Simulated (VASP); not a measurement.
# Br (P6_3/mmc) in VASP: a series of runs, part 2 of 2

VASP 6.6.1. The steps go on from the part before.

## 3. Relaxation of cell and atoms, PBE, target pressure 60 GPa, at which the enthalpy is minimised

File INCAR:

```
SYSTEM = Br
PREC = Accurate
ENCUT = 600
EDIFF = 1E-6
ISMEAR = -1
SIGMA = 0.02
LREAL = .FALSE.
LASPH = .TRUE.
NELM = 80
ALGO = Normal
ISIF = 3
LWAVE = .FALSE.
LCHARG = .FALSE.
GGA = PE
IBRION = 2
NSW = 80
EDIFFG = -0.01
PSTRESS = 600.0
```

File KPOINTS:

```
regular mesh
0
G
  16 16 9
  0 0 0
```

File POSCAR:

```
Br
1.0
    3.3300000000      0.0000000000      0.0000000000
   -1.6650000000      2.8838645946      0.0000000000
    0.0000000000      0.0000000000      5.4378900000
Br
2
Direct
    0.3333333333      0.6666666667      0.2500000000
    0.6666666667      0.3333333333      0.7500000000
```

Potentials or basis: VASP PAW PBE potentials, release 64 (Br).

Launch:

```sh
$ cat potpaw_PBE.64/Br/POTCAR > POTCAR
$ mpirun -np 1 vasp_std > vasp.out
```

OUTCAR:

```text
SYSTEM = Br
   PREC = Accurate
   ENCUT = 600
   EDIFF = 1E-6
   ISMEAR = -1
   LREAL = .FALSE.
   LASPH = .TRUE.
   NELM = 80
   ISIF = 3
   GGA = PE
   IBRION = 2
   NSW = 80
   EDIFFG = -0.01
   PSTRESS = 600.0

 ion  position               nearest neighbor table
   1  0.333  0.667  0.250-
   2  0.667  0.333  0.750-

  LATTYP: Found a hexagonal cell.
 ALAT       =     3.3300000000
 C/A-ratio  =     1.6330000000

  Lattice vectors:

 A1 = (   3.3300000000,   0.0000000000,   0.0000000000)
 A2 = (  -1.6650000000,   2.8838645946,   0.0000000000)
 A3 = (   0.0000000000,   0.0000000000,   5.4378900000)

Analysis of symmetry for initial positions (statically):
=====================================================================
 Subroutine PRICEL returns:
 Original cell was already a primitive cell.

 Routine SETGRP: Setting up the symmetry group for a
 hexagonal supercell.

 Subroutine GETGRP returns: Found 24 space group operations
 (whereof 12 operations were pure point group operations)
 out of a pool of 24 trial point group operations.

The static configuration has the point symmetry D_3d.
 The point group associated with its full space group is D_6h.

[... 158 lines left out ...]
  ext. energy  EPLUGINS =         0.00000000
  ---------------------------------------------------
  free energy    TOTEN  =        -1.89407731 eV

  energy without entropy =       -1.88765400  energy(sigma->0) =       -1.89086565

------------------------ aborting loop because EDIFF is reached ----------------------------------------

  FORCE on cell =-STRESS in cart. coord.  units (eV):
  Direction    XX          YY          ZZ          XY          YZ          ZX
  --------------------------------------------------------------------------------------
  -------------------------------------------------------------------------------------
  Total        0.1751280      0.1751280      0.2620554      0.0000000     -0.0000000      0.0000000
  in kB        5.3729970      5.3729970      8.0399646      0.0000000     -0.0000000      0.0000000
  external PRESSURE =    -593.7380138 kB  Pullay stress =     600.0000000 kB
[... 1121 lines left out ...]
  band No.  band energies     occupation
      1      -7.7882      2.00000
      2      -4.2554      2.00000
      3       2.8908      2.00000
      4       3.0942      2.00000
      5       4.0652      2.00000
      6       7.1197      2.00000
      7       8.9442      2.00000
      8       9.4972      2.00000
      9      16.7911      0.00000
     10      20.2635      0.00000
     11      22.8014      0.00000

 [... further k-points ...]

[... ionic steps 4 to 17 ...]

--------------------------------------- Ionic step       18  -------------------------------------------

 number of electron      14.0000000 magnetization

------------------------ aborting loop because EDIFF is reached ----------------------------------------
[... 71 lines left out ...]
--------------------------------------- Ionic step       20  -------------------------------------------

 number of electron      14.0000000 magnetization

 Free energy of the ion-electron system (eV)
  ---------------------------------------------------
  ext. energy  EPLUGINS =         0.00000000
  ---------------------------------------------------
  free energy    TOTEN  =         0.50113889 eV

  energy without entropy =        0.50318468  energy(sigma->0) =        0.50216179

 E-fermi :   8.7169     XC(G=0): -11.9403

 val. band max:        8.7027933492   @ k =   0.4375   0.0625   0.2222
 cond. band min:       8.7316946346   @ k =   0.1875   0.1250   0.2222
 fundamental gap:      0.0289012855
 Fermi energy:         8.7169265808
[... 369 lines left out ...]
  energy  without entropy=        0.5031846776  energy(sigma->0) =        0.50216179

  enthalpy is  TOTEN    =        12.1157804898 eV   P V=       11.6146415949

 reached required accuracy - stopping structural energy minimisation
```

OSZICAR:

```text
N       E                     dE             d eps       ncg     rms          rms(c)
DAV:   1     0.883493428725E+02    0.88349E+02   -0.66652E+03  3300   0.121E+03
DAV:   2     0.256163483767E+01   -0.85788E+02   -0.83073E+02  5134   0.184E+02
DAV:   3    -0.185864209134E+01   -0.44203E+01   -0.43039E+01  4068   0.506E+01
DAV:   4    -0.189429466685E+01   -0.35653E-01   -0.35629E-01  3912   0.538E+00
[... 173 lines left out ...]
DAV:   2     0.500887687572E+00    0.72936E-03   -0.82455E-04  3471   0.236E-01    0.109E-01
DAV:   3     0.501136547664E+00    0.24886E-03   -0.55577E-04  3441   0.169E-01    0.115E-01
DAV:   4     0.501134272173E+00   -0.22755E-05   -0.69845E-06  3654   0.236E-02    0.320E-02
DAV:   5     0.501139032905E+00    0.47607E-05   -0.12292E-05  3441   0.265E-02    0.548E-03
DAV:   6     0.501138894850E+00   -0.13805E-06   -0.12782E-07  1707   0.342E-03
  20 F= 0.12115780E+02 E0= 0.12116803E+02  d E =-.103200E-04
```

CONTCAR:

```text
Br
   1.00000000000000
     2.7174665453576439   -0.0000000000000000    0.0000000000000000
    -1.3587332726788219    2.3533950621984054    0.0000000000000000
     0.0000000000000000   -0.0000000000000001    4.8496020295446947
  Br
     2
Direct
     0.3333333332999970    0.6666666667000030    0.2500000000000000
     0.6666666667000030    0.3333333332999970    0.7500000000000000

  0.00000000E+00  0.00000000E+00  0.00000000E+00
  0.00000000E+00  0.00000000E+00  0.00000000E+00
```

Wall time 16 min (1 thread of AMD EPYC 7R13 (Zen 3), shared host); peak memory 0.25 GiB.

What came out:

* Free energy: 0.5011 eV
* Relaxed volume: 15.51 Å³/atom
* Relaxed cell: a = 2.717 Å, b = 2.717 Å, c = 4.850 Å, α = 90.00°, β = 90.00°, γ = 120.00°
* Space group after relaxing (to 0.1 Å): P6_3/mmc (No. 194)
* Energy change on relaxing (the run minimises the enthalpy): +1197.6 meV/atom
* Ionic steps: 20
* Pressure after relaxing: 60.0 GPa
* Band gap on the k mesh: zero (bands 7 and 8 overlap by 5.59 eV)

Stress tensor (GPa, compression positive):
```
59.96  0.00  0.00
 0.00 59.96  0.00
 0.00  0.00 60.06
```

Step by step:
```
step  energy change (eV)  largest force (eV/Å)  pressure (GPa)  volume (Å³)
   1              0.0000                0.0000            0.63        52.22
   2            110.5200                0.0000         4491.74         7.92
   3              0.0985                0.0000            5.43        46.51
   4              0.3072                0.0000           11.49        42.43
   5              3.6230                0.0000           85.65        28.34
   6              2.1987                0.0000           54.34        31.66
   7              2.4387                0.0000           59.60        30.98
   8              2.5728                0.0000           62.55        30.63
   9              2.2237                0.0000           54.87        31.58
  10              2.4427                0.0000           59.71        30.97
  11              2.4357                0.0000           59.54        30.98
  12              2.4171                0.0000           59.44        31.01
  13              2.3892                0.0000           59.68        31.03
  14              2.4592                0.0000           63.18        30.96
  15              2.3903                0.0000           60.19        31.03
  16              2.3883                0.0000           59.95        31.03
  17              2.3880                0.0000           59.90        31.03
  18              2.3878                0.0000           59.84        31.03
  19              2.4514                0.0000           61.22        30.87
  20              2.3952                0.0000           59.99        31.01
```

Final structure:
```
Br
1.0
     2.71747    0.00000    0.00000
    -1.35873    2.35340    0.00000
     0.00000    0.00000    4.84960
Br
2
Direct
  0.33333 0.66667 0.25000
  0.66667 0.33333 0.75000
```

Levels at points of the mesh, in eV from the Fermi level:
```
           k point  band 5  band 6  band 7  band 8  band 9  band 10
(0.00, 0.00, 0.00)    1.87    1.87    2.99    2.99   10.16    10.24
(0.50, 0.00, 0.00)   -4.85   -2.22   -1.55    0.82    5.71     7.71
```

Caveat: the cell is relaxed towards a set pressure, so the run minimises the enthalpy, not the energy; the volume moved by over 15 % at a fixed basis, so the end points are rough.

The gap in the log of VASP goes by the Fermi energy; the results here count the filled bands.